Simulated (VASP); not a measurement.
A run of VASP 6.6.1 is set up as follows.

Contents of INCAR:

```
SYSTEM = NiO
PREC = Accurate
ENCUT = 520
EDIFF = 1E-6
ISMEAR = 0
SIGMA = 0.1
LREAL = .False.
LASPH = .True.
NELM = 150
ALGO = Normal
ISIF = 2
LWAVE = .False.
LCHARG = .True.
ISPIN = 2
MAGMOM = 1.89 0.22
LORBIT = 11
LMAXMIX = 4
LDAU = .True.
LDAUTYPE = 2
LDAUL = 2 -1
LDAUU = 6.2 0
LDAUJ = 0 0
LDAUPRINT = 1
GGA = PE
LELF = .True.
LVHAR = .True.
NBANDS = 19
```

File KPOINTS:

```
Automatic mesh
0
Gamma
  8 8 8
  0 0 0
```

POSCAR

```
NiO
1.0
    0.0000000000      2.1335499689      2.1335499689
    2.1335499689      0.0000000000      2.1335499689
    2.1335499689      2.1335499689      0.0000000000
Ni O
1 1
Direct
    0.0000000000      0.0000000000      0.0000000000
    0.5000000000      0.5000000000      0.5000000000
```

Potentials or basis: VASP PAW PBE potentials, release 64 (Ni, O).

The run is started by

```bash
$ cat potpaw_PBE.64/Ni/POTCAR potpaw_PBE.64/O/POTCAR > POTCAR
$ mpirun -np 1 vasp_std > vasp.out
```

(1) What does it give for the site moments?

(2) What does it give for the net moment?

## Answers

(1) Ni +1.83; O +0.16 μB.

(2) 2.00 μB per cell.

Caveat: a cell with one magnetic atom can't hold antiferromagnetic order, which such compounds often take.
